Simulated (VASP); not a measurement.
# B2C3 in VASP: further runs

B2C3 is run at these levels: PBE; tasks: single point, relaxation of cell and atoms.

All numbers are computed with VASP 6.6.1; they aren't measurements. Logs are shortened: lines on timing, memory, paths and dates and some standing lists are left out, and cuts for length are marked.

**1. The cell of the first run**

The typed cell holds 10 atoms: a = 2.603 Å, b = 2.603 Å, c = 10.461 Å, α = 90.00°, β = 90.00°, γ = 120.00°.

**2. Single point, PBE**

File INCAR:

```
SYSTEM = B2C3
PREC     = Accurate       ! precision mode
ENCUT    = 520            ! plane-wave cutoff, eV
EDIFF    = 1E-6           ! SCF threshold, eV
ISMEAR   = 0              ! smearing method
SIGMA    = 0.2            ! smearing width, eV
LREAL    = .FALSE.        ! projectors in reciprocal space
LASPH    = .TRUE.         ! aspherical terms in the spheres
NELM     = 60             ! most SCF steps
ALGO     = Normal         ! electronic algorithm
ISIF     = 2              ! what is computed and relaxed
LWAVE    = .FALSE.        ! write WAVECAR
LCHARG   = .FALSE.        ! write CHGCAR
GGA      = PE             ! functional
NBANDS   = 29             ! bands
```

File KPOINTS:

```
regular mesh
0
G
  12 12 2
  0 0 0
```

File POSCAR:

```
B2C3
1.0
    2.6028433069      0.0000086905      0.0000086001
   -1.3014141531      2.2541157029     -0.0000048412
    0.0000338382      0.0000046882     10.4610757055
B C
4 6
Direct
    0.6666462429      0.3333184728      0.4262539323
    0.6666840613      0.3333653177      0.9262542531
    0.3333225510      0.6666697193      0.0737450973
    0.3333171960      0.6666530102      0.5737448338
    0.6666720901      0.3333293010      0.2744288316
    0.6666708099      0.3333344208      0.7744292476
    0.3333363993      0.6666601763      0.2255718634
    0.3333395192      0.6666728494      0.7255722155
    0.0000108512      0.0000069400      0.4999999057
    0.0000002788     -0.0000102077     -0.0000001804
```

Potentials or basis: VASP PAW PBE potentials, release 64 (B, C).

Started as:

```console
cat potpaw_PBE.64/B/POTCAR potpaw_PBE.64/C/POTCAR > POTCAR
mpirun -np 1 vasp_std > vasp.out
```

OUTCAR:

```text
SYSTEM = B2C3
   PREC = Accurate
   ENCUT = 520
   EDIFF = 1E-6
   ISMEAR = 0
   LREAL = .FALSE.
   LASPH = .TRUE.
   NELM = 60
   ISIF = 2
   GGA = PE

 ion  position               nearest neighbor table
   1  0.667  0.333  0.426-   5 1.59   9 1.69   9 1.69   9 1.69   4 2.15   4 2.15   4 2.15
   2  0.667  0.333  0.926-   6 1.59  10 1.69  10 1.69  10 1.69   3 2.15   3 2.15   3 2.15
   3  0.333  0.667  0.074-   7 1.59  10 1.69  10 1.69  10 1.69   2 2.15   2 2.15   2 2.15
   4  0.333  0.667  0.574-   8 1.59   9 1.69   9 1.69   9 1.69   1 2.15   1 2.15   1 2.15
   5  0.667  0.333  0.274-   7 1.59   7 1.59   7 1.59   1 1.59
   6  0.667  0.333  0.774-   8 1.59   8 1.59   8 1.59   2 1.59
   7  0.333  0.667  0.226-   5 1.59   5 1.59   5 1.59   3 1.59
   8  0.333  0.667  0.726-   6 1.59   6 1.59   6 1.59   4 1.59
   9  0.000  0.000  0.500-   1 1.69   4 1.69   4 1.69   1 1.69   1 1.69   4 1.69
  10  0.000  1.000  1.000-   2 1.69   3 1.69   3 1.69   3 1.69   2 1.69   2 1.69

  LATTYP: Found a hexagonal cell.
 ALAT       =     2.6028433069
 C/A-ratio  =     4.0190954552

  Lattice vectors:

 A1 = (   2.6028433069,   0.0000086905,   0.0000086001)
 A2 = (  -1.3014141531,   2.2541157029,  -0.0000048412)
 A3 = (   0.0000338382,   0.0000046882,  10.4610757055)

Analysis of symmetry for initial positions (statically):
=====================================================================
 Subroutine PRICEL returns:
 Original cell was already a primitive cell.

 Routine SETGRP: Setting up the symmetry group for a
 hexagonal supercell.

 Subroutine GETGRP returns: Found  1 space group operations
 (whereof  1 operations were pure point group operations)
 out of a pool of 24 trial point group operations.

The static configuration has the point symmetry C_1 .

Analysis of symmetry for dynamics (positions and initial velocities):
=====================================================================
 Subroutine PRICEL returns:
 Original cell was already a primitive cell.

 Routine SETGRP: Setting up the symmetry group for a
 hexagonal supercell.

 Subroutine GETGRP returns: Found  1 space group operations
 (whereof  1 operations were pure point group operations)
 out of a pool of 24 trial point group operations.

The dynamic configuration has the point symmetry C_1 .

 Subroutine INISYM returns: Found  1 space group operations
 (whereof  1 operations are pure point group operations),
 and found     1 'primitive' translations

----------------------------------------------------------------------------------------

                                     Primitive cell

  volume of cell :      61.3764

  direct lattice vectors                    reciprocal lattice vectors
     2.602843307  0.000008690  0.000008600     0.384194496  0.221814769 -0.000001342
    -1.301414153  2.254115703 -0.000004841    -0.000001481  0.443632095 -0.000000199
     0.000033838  0.000004688 10.461075706    -0.000000316  0.000000023  0.095592464

  length of vectors
     2.602843307  2.602828538 10.461075706     0.443629578  0.443632095  0.095592464

  position of ions in fractional coordinates (direct lattice)
     0.666646243  0.333318473  0.426253932
     0.666684061  0.333365318  0.926254253
     0.333322551  0.666669719  0.073745097
     0.333317196  0.666653010  0.573744834
     0.666672090  0.333329301  0.274428832
     0.666670810  0.333334421  0.774429248
     0.333336399  0.666660176  0.225571863
     0.333339519  0.666672849  0.725572216
     0.000010851  0.000006940  0.499999906
     0.000000279  0.999989792  0.999999820

  ion indices of the primitive-cell ions
   primitive index   ion index
                 1           1
                 2           2
                 3           3
                 4           4
                 5           5
                 6           6
                 7           7
                 8           8
                 9           9
                10          10

----------------------------------------------------------------------------------------

 KPOINTS: regular mesh

Automatic generation of k-mesh.
 Grid dimensions read from file:
 generate k-points for:   12   12    2

 Generating k-lattice:

  Cartesian coordinates                     Fractional coordinates (reciprocal lattice)
     0.032016208  0.018484564 -0.000000112     0.083333333 -0.000000000  0.000000000
    -0.000000123  0.036969341 -0.000000017    -0.000000000  0.083333333  0.000000000
    -0.000000158  0.000000011  0.047796232     0.000000000 -0.000000000  0.500000000

  Length of vectors
     0.036969132  0.036969341  0.047796232

  Shift w.r.t. Gamma in fractional coordinates (k-lattice)
     0.000000000  0.000000000  0.000000000

 Subroutine IBZKPT returns following result:
 ===========================================

 Found    148 irreducible k-points:

 Following reciprocal coordinates:
            Coordinates               Weight
  0.000000  0.000000  0.000000      1.000000
  0.083333 -0.000000 -0.000000      2.000000
 -0.000000  0.083333 -0.000000      2.000000
 -0.083333  0.083333  0.000000      2.000000
  0.166667 -0.000000 -0.000000      2.000000
 -0.000000  0.166667 -0.000000      2.000000
[... 16 lines left out ...]
  0.166667  0.083333 -0.000000      2.000000
 -0.083333  0.250000 -0.000000      2.000000
 [... further k-points ...]
   k-points           NKPTS =    148   k-points in BZ     NKDIM =    148   number of bands    NBANDS=     29
   number of dos      NEDOS =    301   number of ions     NIONS =     10
   total plane-waves  NPLWV =  32000
   dimension x,y,z NGX =    20 NGY =   20 NGZ =   80
   dimension x,y,z NGXF=    40 NGYF=   40 NGZF=  160
   ions per type =               4   6
   NGX,Y,Z   is equivalent  to a cutoff of  12.77, 12.77, 12.71 a.u.
   NGXF,Y,Z  is equivalent  to a cutoff of  25.55, 25.55, 25.43 a.u.
 SYSTEM =  B2C3
   PREC   = accura    normal or accurate (medium, high low for compatibility)
   ISTART =      0    job   : 0-new  1-cont  2-samecut
   ICHARG =      2    charge: 1-file 2-atom 10-const
   ISPIN  =      1    spin polarized calculation?
   LNONCOLLINEAR =      F non collinear calculations
   LSORBIT =      F    spin-orbit coupling
   LASPH  =      T    aspherical Exc in radial PAW
   ENCUT  =  520.0 eV  38.22 Ry    6.18 a.u.   4.84  4.84 19.45*2*pi/ulx,y,z
   NELM   =     60;   NELMIN=  2; NELMDL= -5     # of ELM steps
   EDIFF  = 0.1E-05   stopping-criterion for ELM
   LREAL  =      F    real-space projection
[... 7 lines left out ...]
   TEBEG  =    0.0;   TEEND  =   0.0 temperature during run
   PSTRESS=    0.0 pullay stress
   NELECT =      36.0000    total number of electrons
   NUPDOWN=      -1.0000    fix difference up-down
   EMIN   =  10.00;   EMAX   =-10.00  energy-range for DOS
   EFERMI =   0.00;   METHOD = LEGACY
   ISMEAR =     0;   SIGMA  =   0.20  broadening in eV -4-tet -1-fermi 0-gaus
   EFERMI_NEDOS =   21; number of points for ismear=-14 and -15
   IALGO  =     38    algorithm
   IMIX   =      4    mixing-type and parameters
     AMIX     =   0.40;   BMIX     =  1.00
     AMIX_MAG =   1.60;   BMIX_MAG =  1.00
  volume/ion in A,a.u.               =       6.14        41.42
  Fermi-wavevector in a.u.,A,eV,Ry     =   1.370383  2.589648 25.551043  1.877949
  Thomas-Fermi vector in A             =   2.496174
   LORBIT       =      0    0 simple, 1 ext, 2 COOP (PROOUT), +10 PAW based schemes
   GGA     = PE    functional components
   LHFCALC =     F    Hartree Fock is set to
   AEXX    =    0.0000 exact exchange contribution
   IVDW    =     0    specifies the selected vdW correction
   LEPSILON=     F    determine dielectric tensor
   LRPA    =     F    only Hartree local field effects (RPA)
 non-spin polarized calculation
 Gauss-broadening in eV      SIGMA  =   0.20
  energy-cutoff  :      520.00
  volume of cell :       61.38
 maximum number of plane-waves:      1689
   NGX =  9   NGY =  9   NGZ = 39

 number of electron      35.9999997 magnetization

 Free energy of the ion-electron system (eV)
  ---------------------------------------------------
  ext. energy  EPLUGINS =         0.00000000
  ---------------------------------------------------
  free energy    TOTEN  =       -78.51672816 eV

  energy without entropy =      -78.51516221  energy(sigma->0) =      -78.51594519

 E-fermi :  10.2176     XC(G=0): -12.6914

 val. band max:        9.8921978927   @ k =  -0.0000   0.0833  -0.0000
 cond. band min:      10.2251400063   @ k =   0.0000   0.0000   0.0000
 fundamental gap:      0.3329421136
 Fermi energy:        10.2175754437

 k-point     1 :       0.0000    0.0000    0.0000
  band No.  band energies     occupation
      1     -11.0210      2.00000
      2     -10.4189      2.00000
      3      -9.7025      2.00000
      4      -8.4799      2.00000
      5      -3.8742      2.00000
      6      -1.0369      2.00000
[... 21 lines left out ...]
     28      16.8920      0.00000
     29      18.3767      0.00000

 k-point     2 :       0.0833   -0.0000   -0.0000
  band No.  band energies     occupation
      1     -10.8603      2.00000
      2     -10.2595      2.00000
      3      -9.5441      2.00000
      4      -8.3267      2.00000
      5      -3.7164      2.00000
      6      -0.8970      2.00000
[... 21 lines left out ...]
     28      17.3921      0.00000
     29      18.7989      0.00000

 k-point     3 :      -0.0000    0.0833   -0.0000
  band No.  band energies     occupation
      1     -10.8603      2.00000
      2     -10.2595      2.00000
      3      -9.5441      2.00000
      4      -8.3267      2.00000
      5      -3.7164      2.00000
      6      -0.8970      2.00000
[... 638 lines left out ...]
      5      -2.7851      2.00000
      6      -0.1274      2.00000
[... 21 lines left out ...]
     28      17.4533      0.00000
     29      18.6468      0.00000

 k-point    24 :      -0.0833    0.2500   -0.0000
  band No.  band energies     occupation
      1      -9.8991      2.00000
      2      -9.3062      2.00000
      3      -8.6006      2.00000
      4      -7.4157      2.00000
      5      -2.7851      2.00000
      6      -0.1274      2.00000
[... 21 lines left out ...]
     28      17.4531      0.00000
     29      18.6468      0.00000

 [... further k-points ...]

------------------------ aborting loop because EDIFF is reached ----------------------------------------

  FORCE on cell =-STRESS in cart. coord.  units (eV):
  Direction    XX          YY          ZZ          XY          YZ          ZX
  --------------------------------------------------------------------------------------
  -------------------------------------------------------------------------------------
  Total        0.1059386      0.1065417      0.0719794     -0.0007640     -0.0001013     -0.0007515
  in kB        2.7654355      2.7811780      1.8789598     -0.0199423     -0.0026434     -0.0196178
  external PRESSURE =       2.4751911 kB  Pullay stress =       0.0000000 kB

 VOLUME and BASIS-vectors are now :
 -----------------------------------------------------------------------------
  energy-cutoff  :      520.00
  volume of cell :       61.38
      direct lattice vectors                 reciprocal lattice vectors
     2.602843307  0.000008690  0.000008600     0.384194496  0.221814769 -0.000001342
    -1.301414153  2.254115703 -0.000004841    -0.000001481  0.443632095 -0.000000199
     0.000033838  0.000004688 10.461075706    -0.000000316  0.000000023  0.095592464

 POSITION                                       TOTAL-FORCE (eV/Angst)
 -----------------------------------------------------------------------------------
      1.30140      0.75135      4.45908         0.000381      0.000245      0.011128
      1.30146      0.75145      9.68962        -0.000051     -0.000697      0.011095
     -0.00002      1.50275      0.77145         0.000409      0.000000     -0.010774
      0.00000      1.50272      6.00199         0.000210      0.000283     -0.010613
      1.30145      0.75137      2.87082        -0.000273     -0.000104      0.000457
      1.30146      0.75138      8.10137        -0.000087      0.000322      0.000393
      0.00003      1.50273      2.35972        -0.000061      0.000094     -0.000782
      0.00004      1.50276      7.59027         0.000046     -0.000264     -0.000875
      0.00004      0.00002      5.23054        -0.000366     -0.000390     -0.000062
     -1.30137      2.25410     10.46107        -0.000209      0.000512      0.000032
 -----------------------------------------------------------------------------------
    total drift:                               -0.000001      0.000002      0.000002

  FREE ENERGIE OF THE ION-ELECTRON SYSTEM (eV)
  ---------------------------------------------------
  free  energy   TOTEN  =       -78.5167281597 eV

  energy  without entropy=      -78.5151622132  energy(sigma->0) =      -78.51594519
```

It took 2.2 min on 1 thread of Intel Xeon 6975P-C (Granite Rapids), shared host; peak memory 0.3 GiB.

What came out:

```yaml
Free_energy: -78.5167 eV
Pressure: 0.2 GPa
Largest_force: 0.011 eV/Å
```

Forces in eV/Å, atoms in the order of the input:
```
B    0.000  0.000  0.011
B    0.000 -0.001  0.011
B    0.000  0.000 -0.011
B    0.000  0.000 -0.011
C    0.000  0.000  0.000
C    0.000  0.000  0.000
C    0.000  0.000 -0.001
C    0.000  0.000 -0.001
C    0.000  0.000  0.000
C    0.000  0.001  0.000
```

Levels at points of the mesh, in eV from the Fermi level:
| k point | band 14 | band 15 | band 16 | band 17 | band 18 | band 19 | band 20 | band 21 | band 22 | band 23 |
| --- | --- | --- | --- | --- | --- | --- | --- | --- | --- | --- |
| (0.00, 0.00, 0.00) | -2.68 | -2.68 | -2.16 | -2.16 | 0.01 | 1.66 | 1.66 | 2.62 | 2.62 | 5.13 |
| (0.50, 0.00, 0.00) | -6.14 | -5.84 | -5.46 | -5.09 | -3.24 | 0.14 | 1.88 | 2.33 | 2.99 | 3.13 |
| (0.00, 0.50, 0.00) | -6.14 | -5.84 | -5.46 | -5.09 | -3.24 | 0.14 | 1.88 | 2.33 | 2.99 | 3.13 |
| (0.50, 0.50, 0.00) | -6.14 | -5.84 | -5.46 | -5.09 | -3.24 | 0.14 | 1.88 | 2.33 | 2.99 | 3.13 |
| (0.00, 0.00, 0.50) | -2.38 | -2.38 | -2.38 | -1.38 | -1.38 | 2.09 | 2.09 | 2.09 | 2.09 | 5.69 |
| (0.50, 0.00, 0.50) | -6.92 | -5.41 | -5.41 | -4.02 | -4.02 | 1.17 | 1.17 | 2.35 | 2.35 | 3.66 |
| (0.00, 0.50, 0.50) | -6.92 | -5.41 | -5.41 | -4.02 | -4.02 | 1.17 | 1.17 | 2.35 | 2.35 | 3.66 |
| (0.50, 0.50, 0.50) | -6.92 | -5.41 | -5.41 | -4.02 | -4.02 | 1.17 | 1.17 | 2.35 | 2.35 | 3.66 |

[end of part 1 of 2]
